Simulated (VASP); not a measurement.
Runs of VASP 6.6.1 on Ge2Sb3Se. The structure is that of space group P4/mmm (No. 123), or close to it. The cells are those of the table. The cell was built from a structure type or drawn by symmetry, and may not be a known phase.

```tsv
task	cell	k mesh	cutoff (eV)	gap on the mesh (eV)	pressure (GPa)
single point	a = 5.732, b = 5.732, c = 5.645 Å, 6 atoms	4 × 4 × 2	520	none	0.0
single point	a = 5.811, b = 5.811, c = 5.651 Å, 6 atoms	8 × 8 × 8	520	none	-0.1
single point	a = 4.320, b = 4.320, c = 8.084 Å, 6 atoms	4 × 4 × 2	520	none	(a)
relaxation of cell and atoms	relaxed from a = 4.320, b = 4.320, c = 8.084 Å, 6 atoms	4 × 4 × 2	600	none	-0.1
single point	a = 5.778, b = 5.778, c = 5.692 Å, 6 atoms	4 × 4 × 4	520	none	-0.1
```

Alike in all rows: level PBE; potentials or basis VASP PAW PBE potentials, release 64 (Ge_d, Sb, Se); no spin polarisation; smearing gaussian 0.1 eV.

Q: Estimate the missing entries.

A: (a) 61.3.

Caveats: some runs use coarse meshes; spin-orbit coupling is left out, which moves the levels of the heavy elements; this functional lacks dispersion, which binds the layers, so the pressure and a relaxed spacing across them are unreliable (at least some runs).

A k mesh can miss the band edges, and the runs leave out spin-orbit coupling on Ge, Sb, Se.

A gap of «none» marks levels without a gap at the run's occupations.
